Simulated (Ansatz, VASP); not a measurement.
## One calculation of Se, two programs

```
Se
1.0
     0.00000    2.33251    2.33251
     2.33251    0.00000    2.33251
     2.33251    2.33251    0.00000
Se
2
Direct
  0.87500 0.87500 0.87500
  0.12500 0.12500 0.12500
```

Change from the starting cell: volume scaled by 0.4, PAW files.

Alike in both runs: task single point; functional PBE; k mesh 11 × 11 × 11; occupations fermi-dirac, width 0.1 eV; no spin polarisation.

|  | VASP | Ansatz |
| --- | --- | --- |
| version | VASP 6.6.1 | Ansatz 0.2.0 |
| potentials or method | VASP PAW PBE potentials, release 64 (Se) | PAW with Ansatz's default frozen-core files, scalar-relativistic |
| plane-wave cutoff (eV) | 520 | 420 |
| valence electrons in the cell | 12 | 32 |

VASP gave:

- pressure (GPa): 216.1

**Question.** What did Ansatz give for the same quantities?

**Answer.** Pressure (GPa): 212.3.

Both programs put the cell under a high pressure, so it lies far from rest at this level. With one functional, cell and mesh, what is left measures potentials, basis and numerics. VASP's potentials hold 12 valence electrons a cell and Ansatz's 32, so a difference there can come from the potentials and not from the codes.

Noted on VASP's run: the cell as given lies far from equilibrium.
